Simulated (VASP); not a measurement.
## Ca: single point with PBE

Crystal: Ca.

```
Ca
1.0
     0.00000    2.83450    2.83450
     2.83450    0.00000    2.83450
     2.83450    2.83450    0.00000
Ca
1
Direct
  0.00000 0.00000 0.00000
```

| Item | Value |
| --- | --- |
| Program | VASP 6.6.1 |
| Task | single point |
| Functional | PBE |
| Potentials or basis | VASP PAW PBE potentials, release 64 (Ca_sv) |
| Cutoff | 520 eV |
| k mesh | 16 × 16 × 16 |
| Occupations | fermi-dirac, width 0.1 eV |
| Spin | no spin polarisation |
| Dipole correction | no |
| Further INCAR settings | ALGO = Normal; EDIFF = 1e-07; NBANDS = 11 |

```
Pressure               : -1.2 GPa
Band gap on the k mesh : zero (bands 5 and 6 overlap by 0.45 eV)
```

Levels at points of the mesh, in eV from the Fermi level:
```
           k point  band 1  band 2  band 3  band 4  band 5  band 6  band 7  band 8  band 9  band 10
(0.00, 0.00, 0.00)  -42.19  -23.11  -23.11  -23.11   -3.89    2.24    2.24    2.24    3.21     3.21
(0.50, 0.00, 0.00)  -42.18  -23.22  -23.13  -23.13   -0.96   -0.21    2.13    2.13    3.84     3.84
(0.50, 0.50, 0.00)  -42.17  -23.21  -23.15  -23.15   -0.38    0.61    0.84    3.83    4.00     4.00
```

Wall time 37 s on 1 thread of AMD EPYC 9R45 96-Core Processor (Zen 5) (shared host), peak memory 0.18 GiB.
